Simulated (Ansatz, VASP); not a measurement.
**NaI in VASP and in Ansatz**

```
Na I
1.0
     4.77225    0.00000   -0.47723
     0.00000    4.10189    0.00000
    -0.67738    0.00000    6.27726
Na I
2 2
Direct
  0.25000 0.50000 0.24999
  0.75000 0.50000 0.75001
  0.25000 0.00000 0.74991
  0.75000 0.00000 0.25009
```

Change from the starting cell: engineering shear strain xz -0.2000, normal strain along z -0.0733.

Alike in both runs: task single point; functional PBE; dispersion D3(BJ); k mesh 6 × 8 × 4; occupations gaussian, width 0.05 eV; no spin polarisation.

```csv
,VASP,Ansatz
version,VASP 6.6.1,Ansatz 0.2.0
potentials or method,"VASP PAW PBE potentials, release 64 (Na_pv, I), cutoff 520 eV","scalar-relativistic, plane waves, PAW"
valence electrons in the cell,28,52
```

Ansatz gave:

* gap on the k mesh at the Fermi level (eV): 1.22
* least direct gap on the mesh (eV): 1.40
* pressure (GPa): 2.1
* traceless stress, the component that is largest in VASP (GPa): 5.67

Task: Which values does VASP return?

Result: gap on the k mesh at the Fermi level (eV): 1.22; least direct gap on the mesh (eV): 1.40; pressure (GPa): 2.2; traceless stress, the component that is largest in VASP (GPa): 5.67.

VASP's potentials hold 28 valence electrons a cell and Ansatz's 52, so a difference there can come from the potentials and not from the codes.

Neither program's run includes spin-orbit coupling.
